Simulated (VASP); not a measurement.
Set up this calculation in VASP 6.6.1, as the native input.

```
Task                   : single point
Functional             : r2SCAN
Potentials or basis    : VASP PAW PBE potentials, release 64 (Ga_d, Sb)
Cutoff                 : 520 eV
k mesh                 : 8 × 8 × 8
Occupations            : gaussian, width 0.01 eV
Spin                   : no spin polarisation
Dipole correction      : no
Further INCAR settings : ALGO = Normal; EDIFF = 1e-06; NBANDS = 16
```

Crystal: GaSb.

```
Ga Sb
1.0
     0.00000    2.93864    3.06588
     2.93864    0.00000    3.06588
     2.93864    2.93864    0.00000
Ga Sb
1 1
Cartesian
  0.0000 0.0000 0.0000
  1.4693 1.4693 1.5329
```

This cell differs from its parent crystal: biaxial xy strain -4.2%.

One way to write it, as run:

POSCAR

```
GaSb
1.0
    0.0000000000      2.9386448300      3.0658788003
    2.9386448300      0.0000000000      3.0658788003
    2.9386448300      2.9386448300      0.0000000000
Ga Sb
1 1
Direct
    0.0000000000      0.0000000000      0.0000000000
    0.2500000000      0.2500000000      0.2500000000
```

INCAR.step1

```
SYSTEM = GaSb
PREC = Accurate ; ENCUT = 520
ISMEAR = 0 ; SIGMA = 0.01
LREAL = .FALSE. ; LASPH = .TRUE.
NELM = 100 ; NBANDS = 16
GGA = PE ; ALGO = Normal
EDIFF = 1E-4 ; LWAVE = .TRUE.
LCHARG = .FALSE.
```

INCAR.step2

```
SYSTEM = GaSb
PREC = Accurate ; ENCUT = 520
EDIFF = 1E-6 ; ISMEAR = 0
SIGMA = 0.01 ; LREAL = .FALSE.
LASPH = .TRUE. ; NELM = 100
ALGO = Normal ; ISIF = 2
LWAVE = .FALSE. ; LCHARG = .TRUE.
METAGGA = R2SCAN ; LMIXTAU = .TRUE.
LELF = .TRUE. ; LVHAR = .TRUE.
NBANDS = 16 ; ISTART = 1
```

KPOINTS

```
Automatic mesh
0
G
  8 8 8
  0 0 0
```

Potentials or basis: VASP PAW PBE potentials, release 64 (Ga_d, Sb).

Command:

```sh
$ cat potpaw_PBE.64/Ga_d/POTCAR potpaw_PBE.64/Sb/POTCAR > POTCAR
$ cp INCAR.step1 INCAR
$ mpirun -np 1 vasp_std > vasp.out
$ cp INCAR.step2 INCAR
$ mpirun -np 1 vasp_std > vasp.out
```

It gave:

```json
{
  "Pressure": "5.6 GPa",
  "Band gap on the k mesh": "0.74 eV (least direct gap 0.95 eV)"
}
```

Caveat: the cell differs from its parent crystal (biaxial xy strain -4.2%); the cell stands under pressure; the PAW data sets were made with another functional, which shifts forces and pressure a little; spin-orbit coupling is left out, which moves the levels of the heavy elements.

It took 44 s on 1 thread of Intel(R) Xeon(R) 6975P-C (Granite Rapids), on a shared host, peak memory 0.22 GiB.
